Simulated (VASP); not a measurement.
Wanted: the native input for a VASP 6.6.1 run.

```
Task                   : single point
Functional             : BLYP
Potentials or basis    : VASP PAW PBE potentials, release 64 (Co)
Cutoff                 : 520 eV
k mesh                 : 18 × 18 × 18
Occupations            : fermi-dirac, width 0.1 eV
Spin                   : no spin polarisation
Dipole correction      : no
Further INCAR settings : ALGO = Normal; EDIFF = 1e-06; NBANDS = 10
```

The structure of Co lies in POSCAR:

```
Co
1.0
   -1.3652513962      1.3652513962      1.3652513962
    1.3652513962     -1.3652513962      1.3652513962
    1.3652513962      1.3652513962     -1.3652513962
Co
1
Direct
    0.0000000000      0.0000000000      0.0000000000
```

This cell differs from its parent crystal: volume scaled by 0.92.

One way to write it, as run:

INCAR

```
PREC = Accurate
ENCUT = 520
EDIFF = 1E-6
ISMEAR = -1
SIGMA = 0.1
LREAL = F
LASPH = T
NELM = 100
ALGO = Normal
ISIF = 2
LWAVE = F
LCHARG = T
GGA = B5
ALDAX = 1.0
AGGAX = 1.0
AGGAC = 1.0
ALDAC = 0.0
LELF = T
LVHAR = T
NBANDS = 10
```

KPOINTS

```
Automatic mesh
0
Gamma
  18 18 18
```

Potentials or basis: VASP PAW PBE potentials, release 64 (Co).

The run is started by

```console
$ cat potpaw_PBE.64/Co/POTCAR > POTCAR
$ mpirun -np 1 vasp_std > vasp.out
```

It gave:

The pressure is 20.5 GPa.

Caveat: the PAW data sets were made with another functional, which shifts forces and pressure a little; the run has no spin polarisation, though such a crystal can be magnetic.

Run time: 12 s on 1 thread of Intel Xeon 6975P-C, on a shared host, peak memory 0.14 GiB.
